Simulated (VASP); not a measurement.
Al, 19 atoms in the cell. The cell holds a slab with vacuum, 19 atoms: a = 5.728 Å, b = 8.591 Å, c = 15.677 Å, α = 90.00°, β = 90.00°, γ = 60.00°. 

```yaml
Program: VASP 6.6.1
Task: single point
Functional: LDA
Potentials_or_basis: VASP PAW LDA potentials, release 64 (Al)
Cutoff: 520 eV
k_mesh: 2 × 2 × 1
Occupations: fermi-dirac, width 0.1 eV
Spin: no spin polarisation
Dipole_correction: no
Further_INCAR_settings: LREAL = Auto; ALGO = Normal; EDIFF = 1e-06; NBANDS = 44
```

Potentials or basis: VASP PAW LDA potentials, release 64 (Al).

Command:

```console
$ cat potpaw_LDA.64/Al/POTCAR > POTCAR
$ mpirun -np 1 vasp_std > vasp.out
```

Hardware: 1 thread of AMD EPYC 7R43 64-Core Processor (Zen 3), on a shared host.

**Question.** Estimate the wall time of this run.

**Answer.** Wall time 6.1 min on 1 thread of AMD EPYC 7R43 64-Core Processor (Zen 3), with other jobs on the host, peak memory 0.49 GiB. Counts: scf iterations 19, k points 4.
